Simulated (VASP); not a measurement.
Write the native input for VASP 6.6.1 that does the following.

* Task: single point
* Functional: HF
* Potentials or basis: VASP PAW PBE potentials, release 64 (Pb_d, S)
* Cutoff: 520 eV
* k mesh: 4 × 4 × 4
* Occupations: fermi-dirac, width 0.05 eV
* Spin: no spin polarisation
* Dipole correction: no
* Grid for exact exchange (PRECFOCK): Normal
* Further INCAR settings: ALGO = Normal; EDIFF = 1e-06; NBANDS = 17
* Share of exact exchange: 1

Crystal: PbS.

```
Pb S
1.0
     0.00000    2.98539    2.98539
     2.98539    0.00000    2.98539
     2.98539    2.98539    0.00000
Pb S
1 1
Cartesian
  0.0000 0.0000 0.0000
  2.9854 2.9854 2.9854
```

The input as run:

POSCAR

```
PbS
1.0
    0.0000000000      2.9853913009      2.9853913009
    2.9853913009      0.0000000000      2.9853913009
    2.9853913009      2.9853913009      0.0000000000
Pb S
1 1
Direct
    0.0000000000      0.0000000000      0.0000000000
    0.5000000000      0.5000000000      0.5000000000
```

INCAR.step1

```
SYSTEM = PbS
  ALGO = Normal
  EDIFF = 1E-5
  ENCUT = 520
  GGA = PE
  ISIF = 2
  ISMEAR = -1
  LASPH = .TRUE.
  LREAL = .FALSE.
  LWAVE = .TRUE.
  NBANDS = 17
  NELM = 100
  PREC = Accurate
  SIGMA = 0.05
```

INCAR.step2

```
SYSTEM = PbS
  AEXX = 1.0
  AGGAC = 0.0
  ALDAC = 0.0
  ALGO = Normal
  EDIFF = 1E-6
  ENCUT = 520
  GGA = PE
  ISIF = 2
  ISMEAR = -1
  ISTART = 1
  LASPH = .TRUE.
  LCHARG = .TRUE.
  LELF = .TRUE.
  LHFCALC = .TRUE.
  LREAL = .FALSE.
  LVHAR = .TRUE.
  LWAVE = .FALSE.
  NBANDS = 17
  NELM = 100
  PREC = Accurate
  PRECFOCK = Normal
  SIGMA = 0.05
```

KPOINTS

```
k-points
0
G
  4 4 4
  0 0 0
```

Potentials or basis: VASP PAW PBE potentials, release 64 (Pb_d, S).

Command:

```console
$ cat potpaw_PBE.64/Pb_d/POTCAR potpaw_PBE.64/S/POTCAR > POTCAR
$ cp INCAR.step1 INCAR
$ mpirun -np 1 vasp_std > vasp.out
$ cp INCAR.step2 INCAR
$ mpirun -np 1 vasp_std > vasp.out
```

Results of the run:

```
Pressure               : 5.9 GPa
Band gap on the k mesh : 5.60 eV
```

Caveat: the k points lie up to 0.46 Å⁻¹ apart; the PAW data sets were made with another functional, which shifts forces and pressure a little; spin-orbit coupling is left out, which moves the levels of the heavy elements.

Wall time 11 min on 1 thread of Intel(R) Xeon(R) Platinum 8488C (Sapphire Rapids), on a shared host, peak memory 0.18 GiB.
